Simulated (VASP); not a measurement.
# Ti (P6/mmm) in VASP: a series of runs

Ti is run at these levels: PBE; tasks: relaxation of shape and atoms at fixed volume, relaxation of cell and atoms.

Program: VASP 6.6.1. These are calculated values, not measurements. Logs are shortened: lines on timing, memory, paths and dates and some standing lists are left out, and cuts for length are marked.

## (1) The cell of the first run

Symmetry: P6/mmm, No. 191, hexagonal system. The conventional cell has a = 4.534 Å, b = 4.534 Å, c = 2.803 Å, α = 90.00°, β = 90.00°, γ = 120.00°. Within 3.7 Å of Ti (site symmetry 6/mmm) lie 14 Ti at 2.80 to 2.97 Å. Ti (site symmetry -6m2) has 11 Ti at 2.62 to 2.97 Å within 3.5 Å.

This isn't the form of Ti at room conditions, which is hcp.

## (2) Relaxation of shape and atoms at fixed volume, PBE (16.63 Å³/atom)

INCAR

```
PREC = Accurate ; ENCUT = 600
EDIFF = 1E-6 ; ISMEAR = 0
SIGMA = 0.1 ; LREAL = F
LASPH = T ; NELM = 60
ALGO = Fast ; ISIF = 4
LWAVE = F ; LCHARG = F
GGA = PE ; IBRION = 2
NSW = 50 ; EDIFFG = -0.01
```

KPOINTS

```
Automatic mesh
0
Gamma
  12 12 14
```

POSCAR

```
Ti
1.0
    4.5335283086      0.0000000000      0.0000000000
   -2.2667641543      3.9261506840      0.0000000000
    0.0000000000      0.0000000000      2.8028041156
Ti
3
Direct
    0.0000000000      0.0000000000      0.0000000000
    0.3333333333      0.6666666667      0.5000000000
    0.6666666667      0.3333333333      0.5000000000
```

Potentials or basis: VASP PAW PBE potentials, release 64 (Ti_sv).

Launch:

```sh
> cat potpaw_PBE.64/Ti_sv/POTCAR > POTCAR
> mpirun -np 1 vasp_std > vasp.out
```

OUTCAR:

```text
PREC = Accurate
   ENCUT = 600
   EDIFF = 1E-6
   ISMEAR = 0
   LREAL = F
   LASPH = T
   NELM = 60
   ISIF = 4
   GGA = PE
   IBRION = 2
   NSW = 50
   EDIFFG = -0.01

 ion  position               nearest neighbor table
   1  0.000  0.000  0.000-
   2  0.333  0.667  0.500-   3 2.62   3 2.62   3 2.62
   3  0.667  0.333  0.500-   2 2.62   2 2.62   2 2.62

  LATTYP: Found a hexagonal cell.
 ALAT       =     4.5335283086
 C/A-ratio  =     0.6182390237

  Lattice vectors:

 A1 = (   4.5335283086,   0.0000000000,   0.0000000000)
 A2 = (  -2.2667641543,   3.9261506840,   0.0000000000)
 A3 = (   0.0000000000,   0.0000000000,   2.8028041156)

Analysis of symmetry for initial positions (statically):
=====================================================================
 Subroutine PRICEL returns:
 Original cell was already a primitive cell.

 Routine SETGRP: Setting up the symmetry group for a
 hexagonal supercell.

 Subroutine GETGRP returns: Found 24 space group operations
 (whereof 24 operations were pure point group operations)
 out of a pool of 24 trial point group operations.

The static configuration has the point symmetry D_6h.

Analysis of symmetry for dynamics (positions and initial velocities):
=====================================================================
 Subroutine PRICEL returns:
 Original cell was already a primitive cell.

 Routine SETGRP: Setting up the symmetry group for a
 hexagonal supercell.

 Subroutine GETGRP returns: Found 24 space group operations
 (whereof 24 operations were pure point group operations)
 out of a pool of 24 trial point group operations.

The dynamic configuration has the point symmetry D_6h.

 Subroutine INISYM returns: Found 24 space group operations
 (whereof 24 operations are pure point group operations),
 and found     1 'primitive' translations

----------------------------------------------------------------------------------------

                                     Primitive cell

[... 149 lines left out ...]
  -------------------------------------------------------------------------------------
  Total        1.0256651      1.0256651      1.1045470      0.0000000      0.0000000      0.0000000
  in kB       32.9397353     32.9397353     35.4730674      0.0000000      0.0000000      0.0000000
  external PRESSURE =      33.7841793 kB  Pullay stress =       0.0000000 kB

 VOLUME and BASIS-vectors are now :
 -----------------------------------------------------------------------------
  energy-cutoff  :      600.00
  volume of cell :       49.89
      direct lattice vectors                 reciprocal lattice vectors
     4.533528309  0.000000000  0.000000000     0.220578748  0.127351200  0.000000000
    -2.266764154  3.926150684  0.000000000     0.000000000  0.254702399  0.000000000
     0.000000000  0.000000000  2.802804116     0.000000000  0.000000000  0.356785547

 POSITION                                       TOTAL-FORCE (eV/Angst)
 -----------------------------------------------------------------------------------
      0.00000      0.00000      0.00000         0.000000      0.000000     -0.000000
     -0.00000      2.61743      1.40140        -0.000000     -0.000000      0.000000
      2.26676      1.30872      1.40140         0.000000      0.000000     -0.000000
 -----------------------------------------------------------------------------------
    total drift:                                0.000000      0.000000     -0.000000

  FREE ENERGIE OF THE ION-ELECTRON SYSTEM (eV)
  ---------------------------------------------------
  free  energy   TOTEN  =       -23.5131479536 eV

  energy  without entropy=      -23.4996387082  energy(sigma->0) =      -23.50639333

--------------------------------------- Ionic step        2  -------------------------------------------

 number of electron      36.0000003 magnetization

 Free energy of the ion-electron system (eV)
  ---------------------------------------------------
  ext. energy  EPLUGINS =         0.00000000
  ---------------------------------------------------
  free energy    TOTEN  =       -23.51326255 eV

  energy without entropy =      -23.49973291  energy(sigma->0) =      -23.50649773

 E-fermi :   8.6892     XC(G=0): -11.7041

 val. band max:        8.6728939329   @ k =   0.3333   0.1667   0.0714
 cond. band min:       8.7061096650   @ k =   0.3333   0.0833   0.0000
 fundamental gap:      0.0332157321
 Fermi energy:         8.6891752167

 k-point     1 :       0.0000    0.0000    0.0000
  band No.  band energies     occupation
      1     -48.1488      2.00000
      2     -47.8861      2.00000
      3     -47.7062      2.00000
      4     -24.4725      2.00000
      5     -24.4725      2.00000
      6     -24.3774      2.00000
[... 589 lines left out ...]
     21       9.3609      0.00000
     22       9.9018      0.00000

 [... further k-points ...]

------------------------ aborting loop because EDIFF is reached ----------------------------------------

  FORCE on cell =-STRESS in cart. coord.  units (eV):
  Direction    XX          YY          ZZ          XY          YZ          ZX
  --------------------------------------------------------------------------------------
  -------------------------------------------------------------------------------------
  Total        1.0377117      1.0377117      1.0364428      0.0000000      0.0000000      0.0000000
  in kB       33.3266197     33.3266197     33.2858681      0.0000000      0.0000000      0.0000000
  external PRESSURE =      33.3130358 kB  Pullay stress =       0.0000000 kB

 VOLUME and BASIS-vectors are now :
 -----------------------------------------------------------------------------
  energy-cutoff  :      600.00
  volume of cell :       49.89
      direct lattice vectors                 reciprocal lattice vectors
     4.531612205  0.000000000  0.000000000     0.220672016  0.127405048  0.000000000
    -2.265806102  3.924491289  0.000000000     0.000000000  0.254810095  0.000000000
    -0.000000000  0.000000000  2.805174839    -0.000000000 -0.000000000  0.356484019

 POSITION                                       TOTAL-FORCE (eV/Angst)
 -----------------------------------------------------------------------------------
     -0.00000      0.00000      2.80517        -0.000000      0.000000     -0.000000
     -0.00000      2.61633      1.40259        -0.000000     -0.000000     -0.000000
      2.26581      1.30816      1.40259         0.000000      0.000000      0.000000
 -----------------------------------------------------------------------------------
    total drift:                                0.000000      0.000000     -0.000000

  FREE ENERGIE OF THE ION-ELECTRON SYSTEM (eV)
  ---------------------------------------------------
  free  energy   TOTEN  =       -23.5132625544 eV

  energy  without entropy=      -23.4997329075  energy(sigma->0) =      -23.50649773

 reached required accuracy - stopping structural energy minimisation
```

OSZICAR:

```text
N       E                     dE             d eps       ncg     rms          rms(c)
DAV:   1     0.447897703572E+03    0.44790E+03   -0.20711E+04  6688   0.225E+03
DAV:   2     0.260583390650E+02   -0.42184E+03   -0.41767E+03  6730   0.600E+02
DAV:   3    -0.219779513573E+02   -0.48036E+02   -0.47231E+02 12840   0.169E+02
[... 62 lines left out ...]
RMM:   4    -0.235132534352E+02    0.77136E-04   -0.12543E-04  8218   0.106E-01    0.761E-03
RMM:   5    -0.235132590566E+02   -0.56214E-05   -0.70965E-05  9516   0.477E-02    0.375E-03
RMM:   6    -0.235132606474E+02   -0.15908E-05   -0.21756E-05  7139   0.260E-02    0.220E-03
RMM:   7    -0.235132619384E+02   -0.12910E-05   -0.15167E-05  6522   0.177E-02    0.817E-04
RMM:   8    -0.235132625544E+02   -0.61600E-06   -0.76117E-06  5931   0.124E-02
   2 F= -.23513263E+02 E0= -.23506498E+02  d E =-.114601E-03
```

CONTCAR:

```text
Ti
   1.00000000000000
     4.5316122046849232    0.0000000000000000    0.0000000000000000
    -2.2658061023424616    3.9244912893324870    0.0000000000000000
    -0.0000000000000000    0.0000000000000000    2.8051748389080577
  Ti
     3
Direct
     0.0000000000000000    0.0000000000000000    1.0000000000000000
     0.3333333332999970    0.6666666667000030    0.5000000000000000
     0.6666666667000030    0.3333333332999970    0.5000000000000000

  0.00000000E+00  0.00000000E+00  0.00000000E+00
  0.00000000E+00  0.00000000E+00  0.00000000E+00
  0.00000000E+00  0.00000000E+00  0.00000000E+00
```

It took 5.3 min on 1 thread of Intel Xeon 6975P-C (Granite Rapids), shared host; peak memory 0.28 GiB.

Results:

| Item | Value |
| --- | --- |
| Free energy | -23.5133 eV |
| Energy gained by relaxing | 0.0 meV/atom |
| Ionic steps | 2 |
| Pressure after relaxing | 3.3 GPa |
| Band gap on the k mesh | zero (bands 18 and 19 overlap by 0.31 eV) |

The path:
```csv
step,energy change (eV),largest force (eV/Å),pressure (GPa),volume (Å³)
1,0.0000,0.0000,3.38,49.89
2,-0.0001,0.0000,3.33,49.89
```

Final structure:
```xyz
3
Lattice="4.5316 0.0000 0.0000 -2.2658 3.9245 0.0000 0.0000 0.0000 2.8052" Properties=species:S:1:pos:R:3 pbc="T T T"
Ti    0.0000    0.0000    2.8052
Ti    0.0000    2.6163    1.4026
Ti    2.2658    1.3082    1.4026
```

## (3) Relaxation of cell and atoms, PBE

This run uses another cell than the first one, of 17.23 Å³/atom.

INCAR

```
PREC = Accurate
ENCUT = 600
EDIFF = 1E-7
ISMEAR = 0
SIGMA = 0.1
LREAL = False
LASPH = True
NELM = 60
ALGO = Fast
ISIF = 3
LWAVE = False
LCHARG = False
GGA = PE
IBRION = 2
NSW = 100
EDIFFG = -0.005
```

KPOINTS

```
regular mesh
0
Gamma
  12 12 14
```

POSCAR

```
Ti
1.0
    4.6000000000      0.0000000000      0.0000000000
   -2.3000000000      3.9837168574      0.0000000000
    0.0000000000      0.0000000000      2.8200000000
Ti
3
Direct
    0.0000000000      0.0000000000      0.0000000000
    0.3333333333      0.6666666667      0.5000000000
    0.6666666667      0.3333333333      0.5000000000
```

Potentials or basis: VASP PAW PBE potentials, release 64 (Ti_sv).

Launch:

```sh
> cat potpaw_PBE.64/Ti_sv/POTCAR > POTCAR
> mpirun -np 1 vasp_std > vasp.out
```

Run time: 22 min. Hardware: 1 thread of Intel Xeon 6975P-C (Granite Rapids), shared host; peak memory 0.31 GiB.

The run converged. Its results:

```yaml
Free_energy: -23.5287 eV
Relaxed_volume: 17.11 Å³/atom
Relaxed_cell: a = 4.576 Å, b = 4.576 Å, c = 2.830 Å, α = 90.00°, β = 90.00°, γ = 120.00°
Space_group_after_relaxing_to_0.1_Å: P6/mmm (No. 191)
Energy_gained_by_relaxing: 0.8 meV/atom
Ionic_steps: 5
Pressure_after_relaxing: 0.0 GPa
Band_gap_on_the_k_mesh: zero (bands 18 and 19 overlap by 0.26 eV)
```

Step by step:
```
step  energy change (eV)  largest force (eV/Å)  pressure (GPa)  volume (Å³)
   1              0.0000                0.0000           -0.82        51.68
   2             -0.0017                0.0000            0.65        51.02
   3             -0.0021                0.0000            0.23        51.23
   4             -0.0023                0.0000           -0.07        51.34
   5             -0.0023                0.0000            0.00        51.32
```

Final structure:
```
CELL_PARAMETERS angstrom
4.57636 0.00000 0.00000
-2.28818 3.96324 0.00000
0.00000 0.00000 2.82974
ATOMIC_POSITIONS crystal
Ti 0.00000 0.00000 0.00000
Ti 0.33333 0.66667 0.50000
Ti 0.66667 0.33333 0.50000
```

Levels at points of the mesh, in eV from the Fermi level:
```csv
k point,band 15,band 16,band 17,band 18,band 19,band 20,band 21,band 22
"(0.00, 0.00, 0.00)",-0.71,-0.71,-0.61,-0.61,-0.03,0.68,1.29,1.29
"(0.50, 0.00, 0.00)",-2.62,-0.40,-0.39,-0.35,0.06,0.54,1.04,1.11
"(0.00, 0.00, 0.50)",-2.07,-1.73,-1.61,-1.61,1.06,1.06,1.25,1.25
"(0.50, 0.00, 0.50)",-1.68,-1.16,-0.68,-0.63,0.36,0.81,0.93,1.05
```

## (4) Relaxation of shape and atoms at fixed volume, PBE (17.66 Å³/atom)

This run uses another cell than the first one, of 17.66 Å³/atom.

INCAR

```
  PREC = Accurate
  ENCUT = 600
  EDIFF = 1E-6
  ISMEAR = 0
  SIGMA = 0.1
  LREAL = False
  LASPH = True
  NELM = 100
  ALGO = Fast
  ISIF = 4
  LWAVE = False
  LCHARG = False
  GGA = PE
  IBRION = 2
  NSW = 50
  EDIFFG = -0.01
```

KPOINTS

```
Automatic mesh
0
Gamma
  12 12 14
```

POSCAR

```
Ti
1.0
    4.6251394212      0.0000000000      0.0000000000
   -2.3125697106      4.0054882348      0.0000000000
    0.0000000000      0.0000000000      2.8594416804
Ti
3
Direct
    0.0000000000      0.0000000000      0.0000000000
    0.3333333333      0.6666666667      0.5000000000
    0.6666666667      0.3333333333      0.5000000000
```

Launch:

```sh
> cat potpaw_PBE.64/Ti_sv/POTCAR > POTCAR
> mpirun -np 1 vasp_std > vasp.out
```

Wall time 9.9 min (1 thread of Intel Xeon 6975P-C (Granite Rapids), shared host); peak memory 0.31 GiB.

It converged, with:

| Quantity | Value |
| --- | --- |
| Free energy | -23.5117 eV |
| Energy gained by relaxing | 0.0 meV/atom |
| Ionic steps | 2 |
| Pressure after relaxing | -3.3 GPa |
| Band gap on the k mesh | zero (bands 18 and 19 overlap by 0.23 eV) |

Final structure:
```
Ti
1.0
     4.62643    0.00000    0.00000
    -2.31322    4.00661    0.00000
     0.00000    0.00000    2.85785
Ti
3
Direct
  0.00000 0.00000 0.00000
  0.33333 0.66667 0.50000
  0.66667 0.33333 0.50000
```

Levels at points of the mesh, in eV from the Fermi level:
| k point | band 15 | band 16 | band 17 | band 18 | band 19 | band 20 | band 21 | band 22 |
| --- | --- | --- | --- | --- | --- | --- | --- | --- |
| (0.00, 0.00, 0.00) | -0.70 | -0.70 | -0.60 | -0.60 | -0.04 | 0.66 | 1.25 | 1.25 |
| (0.50, 0.00, 0.00) | -2.53 | -0.37 | -0.36 | -0.33 | 0.07 | 0.52 | 1.01 | 1.03 |
| (0.00, 0.00, 0.50) | -1.97 | -1.73 | -1.54 | -1.54 | 1.03 | 1.03 | 1.20 | 1.20 |
| (0.50, 0.00, 0.50) | -1.60 | -1.10 | -0.67 | -0.60 | 0.37 | 0.79 | 0.85 | 1.00 |

## (5) The runs side by side

| task | cell | gap on the mesh (eV) | pressure (GPa) |
| --- | --- | --- | --- |
| relaxation of shape and atoms at fixed volume | relaxed from a = 4.534, b = 4.534, c = 2.803 Å, angles 90.0, 90.0, 120.0°, 3 atoms | none | 3.3 |
| relaxation of cell and atoms | relaxed from a = 4.600, b = 4.600, c = 2.820 Å, angles 90.0, 90.0, 120.0°, 3 atoms | none | 0.0 |
| relaxation of shape and atoms at fixed volume | relaxed from a = 4.625, b = 4.625, c = 2.859 Å, angles 90.0, 90.0, 120.0°, 3 atoms | none | -3.3 |

Alike in all rows: level PBE; potentials or basis VASP PAW PBE potentials, release 64 (Ti_sv); no spin polarisation; k mesh 12 × 12 × 14; cutoff (eV) 600; smearing gaussian 0.1 eV.

Absolute energies hang on the potentials; compare differences alone.

The gap in the log of VASP goes by the Fermi energy; the results here count the filled bands.